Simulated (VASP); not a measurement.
A run of VASP 6.6.1 is set up as follows.

File INCAR:

```
PREC     = Accurate       # precision mode
ENCUT    = 520            # plane-wave cutoff, eV
EDIFF    = 1E-7           # SCF threshold, eV
ISMEAR   = 0              # smearing method
SIGMA    = 0.1            # smearing width, eV
LREAL    = False          # projectors in reciprocal space
LASPH    = True           # aspherical terms in the spheres
NELM     = 100            # most SCF steps
ALGO     = Normal         # electronic algorithm
ISIF     = 2              # what is computed and relaxed
LWAVE    = False          # write WAVECAR
LCHARG   = True           # write CHGCAR
GGA      = PE             # functional
LELF     = True           # ELF
LVHAR    = True         
NBANDS   = 90             # bands
```

File KPOINTS:

```
Automatic mesh
0
Gamma
  3 3 3
```

The input POSCAR:

```
Nb
1.0
    2.7599028086      1.5934306295      9.8345427318
   -2.7599028086      1.5934306295      9.8345427318
    0.0000000000     -3.1868612589      9.8345427318
Nb
12
Direct
    0.0473634400      0.5449014174      0.0473634400
    0.0473634400      0.0473634400      0.5449014174
    0.5449014174      0.0473634400      0.0473634400
    0.9526365600      0.4550985826      0.9526365600
    0.4550985826      0.9526365600      0.9526365600
    0.9526365600      0.9526365600      0.4550985826
    0.2086343211      0.7038696659      0.2086343211
    0.2086343211      0.2086343211      0.7038696659
    0.7038696659      0.2086343211      0.2086343211
    0.7913656789      0.2961303341      0.7913656789
    0.2961303341      0.7913656789      0.7913656789
    0.7913656789      0.7913656789      0.2961303341
```

Potentials or basis: VASP PAW PBE potentials, release 64 (Nb_sv).

The run is started by

```bash
$ cat potpaw_PBE.64/Nb_sv/POTCAR > POTCAR
$ mpirun -np 1 vasp_std > vasp.out
```

Problem. What does it give for the largest force?

Solution. 0.037 eV/Å.

Problem. What does it give for the band gap on the k mesh?

Solution. Zero (bands 78 and 79 overlap by 0.96 eV).

Problem. What does it give for the pressure?

Solution. -0.2 GPa.

Stress tensor (GPa, compression positive):
```
-0.24  0.00  0.00
 0.00 -0.24  0.00
 0.00  0.00 -0.10
```

Caveat: the k points lie up to 0.44 Å⁻¹ apart, too coarse for converged energies and pressures of a metal.
